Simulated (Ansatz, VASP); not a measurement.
## ZnSe: VASP beside Ansatz

File INCAR:

```
PREC = Accurate
ENCUT = 520
EDIFF = 1E-6
ISMEAR = 0
SIGMA = 0.05
LREAL = False
LASPH = True
NELM = 80
ALGO = Normal
ISIF = 2
LWAVE = False
LCHARG = True
GGA = PS
LELF = True
LVHAR = True
NBANDS = 26
```

KPOINTS

```
Automatic mesh
0
Gamma
  8 8 6
```

POSCAR

```
ZnSe
1.0
    4.1476469568      0.0000000000      0.0000000000
    0.0000000000      4.1476469568      0.0000000000
    0.0000000000      0.0000000000      5.6955264083
Zn Se
2 2
Direct
    0.0000000000      0.0000000000      0.0000000000
    0.5000000000      0.5000000000      0.0000000000
    0.0000000000      0.5000000000      0.2500800731
    0.5000000000      0.0000000000      0.7499199269
```

Input for Ansatz:

```yaml
crystal:
  lattice:
    - [4.1476469568, 0.0, 0.0]
    - [0.0, 4.1476469568, 0.0]
    - [0.0, 0.0, 5.6955264083]
  atoms:
    - { symbol: Zn, position: [0.0, 0.0, 0.0] }
    - { symbol: Zn, position: [0.5, 0.5, 0.0] }
    - { symbol: Se, position: [0.0, 0.5, 0.2500800731] }
    - { symbol: Se, position: [0.5, 0.0, 0.7499199269] }
basis:
  ecutwfc: 520.0
kpoints:
  mp_grid: { grid: [8, 8, 6] }
hamiltonian:
  xc: pbesol
  pseudopotentials: { kind: paw, azcp: { folder: soft_1 } }
scf:
  occupations: { method: gaussian, width: 0.05 }
output:
  forces: true
  stress: true
  eigenvalues: true
  write_density: true
  write_potential: true
  elf: true
  volumetric_format: npy
```

Alike in both runs: task single point; functional PBEsol; k mesh 8 × 8 × 6; occupations gaussian, width 0.05 eV; no spin polarisation.

|  | VASP | Ansatz |
| --- | --- | --- |
| version | VASP 6.6.1 | Ansatz 0.2.0 |
| potentials or method | VASP PAW PBE potentials, release 64 (Zn, Se), cutoff 520 eV | scalar-relativistic, plane waves, PAW |
| valence electrons in the cell | 36 | 56 |

```tsv
	VASP	Ansatz	Ansatz less VASP
gap on the k mesh at the Fermi level (eV)	1.40	1.41	+0.014
least direct gap on the mesh (eV)	1.40	1.41	+0.014
pressure (GPa)	-1.4	-1.6	-0.22
traceless stress, the component that is largest in VASP (GPa)	1.37	1.38	+0.008
rms of the force components (eV/Å)	0.043	0.023	-0.0200
```

VASP's potentials were made for PBE, not for PBEsol, and Ansatz warns of the same on its side. Atom by atom the forces differ by 0.020 eV/Å (rms over components). VASP's potentials hold 36 valence electrons a cell and Ansatz's 56, so a difference there can come from the potentials and not from the codes.
